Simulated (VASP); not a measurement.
A run of VASP 6.6.1:

Contents of INCAR:

```
  PREC = Accurate
  ENCUT = 500
  EDIFF = 1E-7
  ISMEAR = 1
  SIGMA = 0.1
  LREAL = False
  LASPH = True
  NELM = 120
  ALGO = Normal
  ISIF = 3
  LWAVE = False
  LCHARG = False
  GGA = LIBXC
  LIBXC1 = GGA_X_PBE_SOL
  LIBXC2 = LDA_C_PW
  IBRION = 2
  NSW = 80
  EDIFFG = -0.02
  PSTRESS = 400.0
  GGA_COMPAT = False
  NELMIN = 4
```

The input KPOINTS:

```
regular mesh
0
Gamma
  9 9 9
```

The input POSCAR:

```
Cd
1.0
    0.0000000000      2.2100000000      2.2100000000
    2.2100000000      0.0000000000      2.2100000000
    2.2100000000      2.2100000000      0.0000000000
Cd
1
Direct
    0.0000000000      0.0000000000      0.0000000000
```

Potentials or basis: VASP PAW PBE potentials, release 64 (Cd).

Command:

```sh
$ cat potpaw_PBE.64/Cd/POTCAR > POTCAR
$ mpirun -np 1 vasp_std > vasp.out
```

Hardware: 1 thread of AMD EPYC 9R45 96-Core Processor (Zen 5), with other jobs on the host.

Task: How long does it take, and how much memory?

Result: Wall time 18 s on 1 thread of AMD EPYC 9R45 96-Core Processor (Zen 5) (shared host), peak memory 0.12 GiB. Counts: scf iterations 45, k points 35, ion steps 5.
